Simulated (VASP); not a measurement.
Runs of VASP 6.6.1 on Y. The structure is that of space group Im-3m (No. 229), or close to it. The cells are those of the table. This isn't the form of Y at room conditions, which is hcp.

```csv
task,cell,gap on the mesh (eV),pressure (GPa)
relaxation of cell and atoms,"relaxed from a = 3.499 Å, angles 109.5°, 1 atom",none,0.0
single point,"a = 2.977 Å, angles 109.5°, 1 atom",none,29.6
single point,"a = 3.125 Å, angles 109.5°, 1 atom",none,14.6
relaxation of cell and atoms,"relaxed to 15 GPa from a = 3.499 Å, angles 109.5°, 1 atom",none,14.8
single point,"a = 3.386 Å, angles 109.5°, 1 atom",none,-0.2
single point,"a = 2.872 Å, angles 109.5°, 1 atom",none,(a)
```

Alike in all rows: level LDA; potentials or basis VASP PAW LDA potentials, release 64 (Y_sv); no spin polarisation; k mesh 16 × 16 × 16; cutoff (eV) 500; smearing methfessel-paxton 0.05 eV.

Question: Fill in the values left out.

Answer: (a) 44.6.

Caveats: the cell stands under pressure (at least some runs); the cell is relaxed towards a set pressure, so the run minimises the enthalpy, not the energy (at least some runs).

A k mesh can miss the band edges, and the runs leave out spin-orbit coupling on Y.

A gap of «none» marks levels without a gap at the run's occupations.
